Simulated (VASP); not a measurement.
Write the native input for VASP 6.6.1 that does the following.

| Property | Result |
| --- | --- |
| Task | single point |
| Functional | LDA |
| Potentials or basis | VASP PAW LDA potentials, release 64 (Te, Cd) |
| Cutoff | 520 eV |
| k mesh | 7 × 7 × 7 |
| Occupations | fermi-dirac, width 0.05 eV |
| Spin | no spin polarisation |
| Dipole correction | no |
| Further INCAR settings | ALGO = Normal; EDIFF = 1e-07; NBANDS = 16 |

The structure of CdTe lies in POSCAR:

```
CdTe
1.0
    0.0000000000      3.2050000000      3.2050000000
    3.2050000000      0.0000000000      3.2050000000
    3.2050000000      3.2050000000      0.0000000000
Te Cd
1 1
Direct
    0.7500000000      0.7500000000      0.7500000000
    0.0000000000      0.0000000000      0.0000000000
```

These files were run (other wordings do the same):

INCAR

```
ALGO = Normal
EDIFF = 1E-7
ENCUT = 520
GGA = CA
ISIF = 2
ISMEAR = -1
LASPH = T
LCHARG = F
LREAL = F
LWAVE = F
NBANDS = 16
NELM = 80
PREC = Accurate
SIGMA = 0.05
```

KPOINTS

```
k-points
0
Gamma
  7 7 7
```

Potentials or basis: VASP PAW LDA potentials, release 64 (Te, Cd).

Command:

```sh
$ cat potpaw_LDA.64/Te/POTCAR potpaw_LDA.64/Cd/POTCAR > POTCAR
$ mpirun -np 1 vasp_std > vasp.out
```

It gave:

| Item | Value |
| --- | --- |
| Pressure | 0.2 GPa |
| Band gap on the k mesh | 0.65 eV |

Caveat: spin-orbit coupling is left out, which moves the levels of the heavy elements.

Wall time 21 s on 1 thread of Intel(R) Xeon(R) Platinum 8259CL CPU @ 2.50GHz (Skylake/Cascade Lake) (shared host), peak memory 0.18 GiB.
